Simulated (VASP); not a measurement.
# KNd2Sb3 (P6mm) in VASP: single point with PBE

Aim: the single point of KNd2Sb3 with PBE.

Everything below comes from runs of VASP 6.6.1. Logs are shortened: lines on timing, memory, paths and dates and some standing lists are left out, and cuts for length are marked.

### 1 The cell of the first run

It takes space group P6mm (No. 183, hexagonal). The conventional cell has a = 7.501 Å, b = 7.501 Å, c = 4.529 Å, α = 90.00°, β = 90.00°, γ = 120.00°. Within 5.5 Å of K (site symmetry 6mm) lie 12 Sb at 4.17 to 4.62 Å and 6 Nd at 4.35 Å and 2 K at 4.53 Å. Nd (site symmetry 3m) has 6 Sb at 3.13 Å within 4.1 Å. Within 4.1 Å of Sb (site symmetry 2mm) lie 4 Nd at 3.13 Å and 4 Sb at 3.75 Å.

### 2 Single point, PBE

File INCAR:

```
PREC = Accurate
ENCUT = 520
EDIFF = 1E-6
ISMEAR = 0
SIGMA = 0.2
LREAL = F
LASPH = T
NELM = 100
ALGO = Normal
ISIF = 2
LWAVE = F
LCHARG = F
GGA = PE
NBANDS = 35
```

File KPOINTS:

```
Automatic mesh
0
Gamma
  3 3 4
```

File POSCAR:

```
KNd2Sb3
1.0
    7.5013903943      0.0000000000      0.0000000000
   -3.7506951971      6.4963946451      0.0000000000
    0.0000000000      0.0000000000      4.5290593756
K Nd Sb
1 2 3
Direct
    0.0000000000      0.0000000000      0.8684981409
    0.6666666667      0.3333333333      0.9650685713
    0.3333333333      0.6666666667      0.9650685713
    0.5000000000      0.5000000000      0.4650005555
    0.5000000000      0.0000000000      0.4650005555
    0.0000000000      0.5000000000      0.4650005555
```

Potentials or basis: VASP PAW PBE potentials, release 64 (K_sv, Nd, Sb).

Run with:

```
$ cat potpaw_PBE.64/K_sv/POTCAR potpaw_PBE.64/Nd/POTCAR potpaw_PBE.64/Sb/POTCAR > POTCAR
$ mpirun -np 1 vasp_std > vasp.out
```

OUTCAR:

```text
PREC = Accurate
   ENCUT = 520
   EDIFF = 1E-6
   ISMEAR = 0
   LREAL = F
   LASPH = T
   NELM = 100
   ISIF = 2
   GGA = PE

 ion  position               nearest neighbor table
   1  0.000  0.000  0.868-
   2  0.667  0.333  0.965-   5 3.13   6 3.13   4 3.13   5 3.13   6 3.13   4 3.13
   3  0.333  0.667  0.965-   5 3.13   6 3.13   4 3.13   5 3.13   6 3.13   4 3.13
   4  0.500  0.500  0.465-   2 3.13   3 3.13   2 3.13   3 3.13   5 3.75   5 3.75   6 3.75   6 3.75

   5  0.500  0.000  0.465-   2 3.13   3 3.13   2 3.13   3 3.13   4 3.75   4 3.75   6 3.75   6 3.75

   6  0.000  0.500  0.465-   2 3.13   3 3.13   2 3.13   3 3.13   5 3.75   5 3.75   4 3.75   4 3.75

  LATTYP: Found a hexagonal cell.
 ALAT       =     7.5013903943
 C/A-ratio  =     0.6037626543

  Lattice vectors:

 A1 = (   7.5013903943,   0.0000000000,   0.0000000000)
 A2 = (  -3.7506951971,   6.4963946451,   0.0000000000)
 A3 = (   0.0000000000,   0.0000000000,   4.5290593756)

Analysis of symmetry for initial positions (statically):
=====================================================================
 Subroutine PRICEL returns:
 Original cell was already a primitive cell.

 Routine SETGRP: Setting up the symmetry group for a
 hexagonal supercell.

 Subroutine GETGRP returns: Found 12 space group operations
 (whereof 12 operations were pure point group operations)
 out of a pool of 24 trial point group operations.

The static configuration has the point symmetry C_6v.

Analysis of symmetry for dynamics (positions and initial velocities):
=====================================================================
 Subroutine PRICEL returns:
 Original cell was already a primitive cell.

 Routine SETGRP: Setting up the symmetry group for a
 hexagonal supercell.

 Subroutine GETGRP returns: Found 12 space group operations
 (whereof 12 operations were pure point group operations)
 out of a pool of 24 trial point group operations.

The dynamic configuration has the point symmetry C_6v.

 Subroutine INISYM returns: Found 12 space group operations
 (whereof 12 operations are pure point group operations),
 and found     1 'primitive' translations

----------------------------------------------------------------------------------------

                                     Primitive cell

  volume of cell :     220.7101

  direct lattice vectors                    reciprocal lattice vectors
     7.501390394  0.000000000  0.000000000     0.133308620  0.076965768  0.000000000
    -3.750695197  6.496394645  0.000000000     0.000000000  0.153931535  0.000000000
     0.000000000  0.000000000  4.529059376     0.000000000  0.000000000  0.220796399

  length of vectors
     7.501390394  7.501390394  4.529059376     0.153931535  0.153931535  0.220796399

  position of ions in fractional coordinates (direct lattice)
     0.000000000  0.000000000  0.868498141
     0.666666667  0.333333333  0.965068571
     0.333333333  0.666666667  0.965068571
     0.500000000  0.500000000  0.465000555
     0.500000000  0.000000000  0.465000555
     1.000000000  0.500000000  0.465000555

  ion indices of the primitive-cell ions
   primitive index   ion index
                 1           1
                 2           2
                 3           3
                 4           4
                 5           5
                 6           6

----------------------------------------------------------------------------------------

 KPOINTS: Automatic mesh

Automatic generation of k-mesh.
 Grid dimensions read from file:
 generate k-points for:    3    3    4

 Generating k-lattice:

  Cartesian coordinates                     Fractional coordinates (reciprocal lattice)
     0.044436207  0.025655256  0.000000000     0.333333333 -0.000000000  0.000000000
     0.000000000  0.051310512  0.000000000     0.000000000  0.333333333  0.000000000
     0.000000000  0.000000000  0.055199100     0.000000000  0.000000000  0.250000000

  Length of vectors
     0.051310512  0.051310512  0.055199100

  Shift w.r.t. Gamma in fractional coordinates (k-lattice)
     0.000000000  0.000000000  0.000000000

 Subroutine IBZKPT returns following result:
 ===========================================

 Found      9 irreducible k-points:

 Following reciprocal coordinates:
            Coordinates               Weight
  0.000000  0.000000  0.000000      1.000000
  0.333333  0.000000  0.000000      6.000000
  0.333333  0.333333  0.000000      2.000000
  0.000000  0.000000  0.250000      2.000000
  0.333333  0.000000  0.250000     12.000000
  0.333333  0.333333  0.250000      4.000000
  0.000000  0.000000  0.500000      1.000000
  0.333333  0.000000  0.500000      6.000000
  0.333333  0.333333  0.500000      2.000000
   k-points           NKPTS =      9   k-points in BZ     NKDIM =      9   number of bands    NBANDS=     35
   number of dos      NEDOS =    301   number of ions     NIONS =      6
   total plane-waves  NPLWV = 112896
   dimension x,y,z NGX =    56 NGY =   56 NGZ =   36
   dimension x,y,z NGXF=   112 NGYF=  112 NGZF=   72
   ions per type =               1   2   3
   NGX,Y,Z   is equivalent  to a cutoff of  12.41, 12.41, 13.21 a.u.
   NGXF,Y,Z  is equivalent  to a cutoff of  24.82, 24.82, 26.43 a.u.
 SYSTEM =  unknown system
   PREC   = accura    normal or accurate (medium, high low for compatibility)
   ISTART =      0    job   : 0-new  1-cont  2-samecut
   ICHARG =      2    charge: 1-file 2-atom 10-const
   ISPIN  =      1    spin polarized calculation?
   LNONCOLLINEAR =      F non collinear calculations
   LSORBIT =      F    spin-orbit coupling
   LASPH  =      T    aspherical Exc in radial PAW
   ENCUT  =  520.0 eV  38.22 Ry    6.18 a.u.  13.95 13.95  8.42*2*pi/ulx,y,z
   NELM   =    100;   NELMIN=  2; NELMDL= -5     # of ELM steps
   EDIFF  = 0.1E-05   stopping-criterion for ELM
   LREAL  =      F    real-space projection
   EDIFFG = 0.1E-04   stopping-criterion for IOM
   NSW    =      0    number of steps for IOM
   IBRION =     -1    ionic relax: 0-MD 1-quasi-New 2-CG
   NFREE  =      0    steps in history (QN), initial steepest desc. (CG)
   ISIF   =      2    stress and relaxation
   ISYM   =      2    0-nonsym 1-usesym 2-fastsym
   POTIM  = 0.5000    time-step for ionic-motion
   TEBEG  =    0.0;   TEEND  =   0.0 temperature during run
   PSTRESS=    0.0 pullay stress
   NELECT =      52.0000    total number of electrons
   NUPDOWN=      -1.0000    fix difference up-down
   EMIN   =  10.00;   EMAX   =-10.00  energy-range for DOS
   EFERMI =   0.00;   METHOD = LEGACY
   ISMEAR =     0;   SIGMA  =   0.20  broadening in eV -4-tet -1-fermi 0-gaus
   EFERMI_NEDOS =   21; number of points for ismear=-14 and -15
   IALGO  =     38    algorithm
   IMIX   =      4    mixing-type and parameters
     AMIX     =   0.40;   BMIX     =  1.00
     AMIX_MAG =   1.60;   BMIX_MAG =  1.00
  volume/ion in A,a.u.               =      36.79       248.24
  Fermi-wavevector in a.u.,A,eV,Ry     =   1.011118  1.910736 13.910050  1.022360
  Thomas-Fermi vector in A             =   2.144148
   LORBIT       =      0    0 simple, 1 ext, 2 COOP (PROOUT), +10 PAW based schemes
   GGA     = PE    functional components
   LHFCALC =     F    Hartree Fock is set to
   AEXX    =    0.0000 exact exchange contribution
   IVDW    =     0    specifies the selected vdW correction
   LEPSILON=     F    determine dielectric tensor
   LRPA    =     F    only Hartree local field effects (RPA)
 non-spin polarized calculation
 Gauss-broadening in eV      SIGMA  =   0.20
  energy-cutoff  :      520.00
  volume of cell :      220.71
 maximum number of plane-waves:      5970
 NGX is ok and might be reduce to    56
   NGX = 27   NGY = 27   NGZ = 17

 number of electron      52.0000002 magnetization

 Free energy of the ion-electron system (eV)
  ---------------------------------------------------
  ext. energy  EPLUGINS =         0.00000000
  ---------------------------------------------------
  free energy    TOTEN  =       -27.58192745 eV

  energy without entropy =      -26.72238142  energy(sigma->0) =      -27.15215444

 E-fermi :   3.9991     XC(G=0):  -8.6105

 val. band max:        3.9432862270   @ k =   0.0000   0.0000   0.2500
 cond. band min:       4.0069987738   @ k =   0.3333   0.0000   0.5000
 fundamental gap:      0.0637125468
 Fermi energy:         3.9990968133

 k-point     1 :       0.0000    0.0000    0.0000
  band No.  band energies     occupation
      1     -32.9912      2.00000
      2     -32.9825      2.00000
      3     -27.5723      2.00000
      4     -14.4092      2.00000
      5     -14.4092      2.00000
      6     -14.2936      2.00000
[... 27 lines left out ...]
     34       4.2634      0.06162
     35       4.2634      0.06159

 k-point     2 :       0.3333    0.0000    0.0000
  band No.  band energies     occupation
      1     -32.9894      2.00000
      2     -32.9843      2.00000
      3     -27.5723      2.00000
      4     -14.4154      2.00000
      5     -14.3869      2.00000
      6     -14.3058      2.00000
[... 27 lines left out ...]
     34       4.2352      0.09505
     35       4.2953      0.03621

 k-point     3 :       0.3333    0.3333    0.0000
  band No.  band energies     occupation
      1     -32.9868      2.00000
      2     -32.9868      2.00000
      3     -27.5723      2.00000
      4     -14.4207      2.00000
      5     -14.3470      2.00000
      6     -14.3470      2.00000
[... 27 lines left out ...]
     34       4.1801      0.20053
     35       4.2044      0.14651
[... 153 lines left out ...]
 k-point     8 :       0.3333    0.0000    0.5000
  band No.  band energies     occupation
      1     -32.9854      2.00000
      2     -32.9797      2.00000
      3     -27.5703      2.00000
      4     -14.4529      2.00000
      5     -14.4033      2.00000
      6     -14.3795      2.00000
[... 27 lines left out ...]
     34       4.1834      0.19248
     35       4.2038      0.14785

 k-point     9 :       0.3333    0.3333    0.5000
  band No.  band energies     occupation
      1     -32.9825      2.00000
      2     -32.9825      2.00000
      3     -27.5703      2.00000
      4     -14.4282      2.00000
      5     -14.4282      2.00000
      6     -14.3836      2.00000
[... 27 lines left out ...]
     34       4.1729      0.21914
     35       4.1729      0.21909

------------------------ aborting loop because EDIFF is reached ----------------------------------------

  FORCE on cell =-STRESS in cart. coord.  units (eV):
  Direction    XX          YY          ZZ          XY          YZ          ZX
  --------------------------------------------------------------------------------------
  -------------------------------------------------------------------------------------
  Total        0.0844393      0.0844393     -2.2624062      0.0000000     -0.0000000      0.0000000
  in kB        0.6129615      0.6129615    -16.4232457      0.0000000     -0.0000000      0.0000000
  external PRESSURE =      -5.0657743 kB  Pullay stress =       0.0000000 kB

 VOLUME and BASIS-vectors are now :
 -----------------------------------------------------------------------------
  energy-cutoff  :      520.00
  volume of cell :      220.71
      direct lattice vectors                 reciprocal lattice vectors
     7.501390394  0.000000000  0.000000000     0.133308620  0.076965768  0.000000000
    -3.750695197  6.496394645  0.000000000     0.000000000  0.153931535  0.000000000
     0.000000000  0.000000000  4.529059376     0.000000000  0.000000000  0.220796399

 POSITION                                       TOTAL-FORCE (eV/Angst)
 -----------------------------------------------------------------------------------
      0.00000      0.00000      3.93348         0.000000     -0.000000     -0.057032
      3.75070      2.16546      4.37085         0.000000     -0.000000      0.013225
     -0.00000      4.33093      4.37085        -0.000000      0.000000      0.013225
      1.87535      3.24820      2.10602         0.000000     -0.000000      0.010194
      3.75070      0.00000      2.10602         0.000000     -0.000000      0.010194
     -1.87535      3.24820      2.10602         0.000000     -0.000000      0.010194
 -----------------------------------------------------------------------------------
    total drift:                               -0.000000     -0.000000     -0.000289

  FREE ENERGIE OF THE ION-ELECTRON SYSTEM (eV)
  ---------------------------------------------------
  free  energy   TOTEN  =       -27.5819274505 eV

  energy  without entropy=      -26.7223814246  energy(sigma->0) =      -27.15215444
```

It took 8.5 min on 1 thread of Intel Xeon Platinum 8259CL at 2.50GHz (Skylake/Cascade Lake), shared host; peak memory 0.37 GiB.

Results:

| Property | Result |
| --- | --- |
| Free energy | -27.5819 eV |
| Pressure | -0.5 GPa |
| Largest force | 0.057 eV/Å |
| Band gap on the k mesh | zero (band 26 reaches 4.08 eV, above the bottom of band 27 at 4.04 eV) |

Forces in eV/Å, atoms in the order of the input:
```
K    0.000  0.000 -0.057
Nd   0.000  0.000  0.013
Nd   0.000  0.000  0.013
Sb   0.000  0.000  0.010
Sb   0.000  0.000  0.010
Sb   0.000  0.000  0.010
```

Stress tensor (GPa, compression positive):
```
 0.06  0.00  0.00
 0.00  0.06  0.00
 0.00  0.00 -1.64
```

Levels at points of the mesh, in eV from the Fermi level:
```
           k point  band 21  band 22  band 23  band 24  band 25  band 26  band 27  band 28
(0.00, 0.00, 0.00)    -0.58    -0.46    -0.22    -0.22    -0.13     0.05     0.05     0.06
(0.00, 0.00, 0.50)    -1.71    -0.15    -0.15     0.02     0.08     0.08     0.10     0.11
```

Caveat: spin-orbit coupling is left out, which moves the levels of the heavy elements; without U or exact exchange the open f shell lies at the Fermi level, which spoils levels, moments and volumes. Spin polarisation is off, so any magnetic state and its effect on volume and gap are missing.
